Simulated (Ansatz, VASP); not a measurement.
CaH2Pt in VASP and in Ansatz

File INCAR:

```
ALGO = Normal
EDIFF = 1E-6
ENCUT = 520
GGA = PE
ISIF = 2
ISMEAR = 0
LASPH = True
LCHARG = True
LELF = True
LREAL = False
LVHAR = True
LWAVE = False
NBANDS = 19
NELM = 100
PREC = Accurate
SIGMA = 0.1
```

KPOINTS

```
k-points
0
Gamma
  6 6 4
```

File POSCAR:

```
CaH2Pt
1.0
    4.2680513200      0.0000000000      0.0000000000
   -2.1340256600      3.6962408700      0.0000000000
    0.0000000000      0.0000000000      5.4166906100
Ca H Pt
1 2 1
Direct
    0.0000000000      0.0000000000      0.0000000000
    0.3333333300      0.6666666700      0.0000000000
    0.6666666700      0.3333333300      0.0000000000
    0.0000000000      0.0000000000      0.5000000000
```

Input for Ansatz:

```yaml
crystal:
  lattice:
    - [4.26805132, 0.0, 0.0]
    - [-2.13402566, 3.69624087, 0.0]
    - [0.0, 0.0, 5.41669061]
  atoms:
    - { symbol: Ca, position: [0.0, 0.0, 0.0] }
    - { symbol: H, position: [0.33333333, 0.66666667, 0.0] }
    - { symbol: H, position: [0.66666667, 0.33333333, 0.0] }
    - { symbol: Pt, position: [0.0, 0.0, 0.5] }
basis:
  ecutwfc: 420
kpoints:
  mp_grid: { grid: [6, 6, 4] }
hamiltonian:
  xc: pbe
scf:
  occupations: { method: gaussian, width: 0.1 }
  lower_state_search: "off"
output:
  forces: true
  stress: true
  eigenvalues: true
```

Alike in both runs: task single point; functional PBE; k mesh 6 × 6 × 4; occupations gaussian, width 0.1 eV; no spin polarisation.

|  | VASP | Ansatz |
| --- | --- | --- |
| version | VASP 6.6.1 | Ansatz 0.2.0 |
| potentials or method | VASP PAW PBE potentials, release 64 (Ca_sv, H, Pt), cutoff 520 eV | scalar-relativistic, plane waves, PAW |
| valence electrons in the cell | 22 | 30 |

```csv
,VASP,Ansatz,Ansatz less VASP
gap on the k mesh at the Fermi level (eV),none,none,-
pressure (GPa),-3.7,-3.7,-0.03
"traceless stress, the component that is largest in VASP (GPa)",8.70,8.55,-0.147
```

A gap of «none» marks a metal or a gap that the smearing closes. With one functional, cell and mesh, what is left measures potentials, basis and numerics. VASP's potentials hold 22 valence electrons a cell and Ansatz's 30, so a difference there can come from the potentials and not from the codes.

Spin-orbit coupling is off throughout.
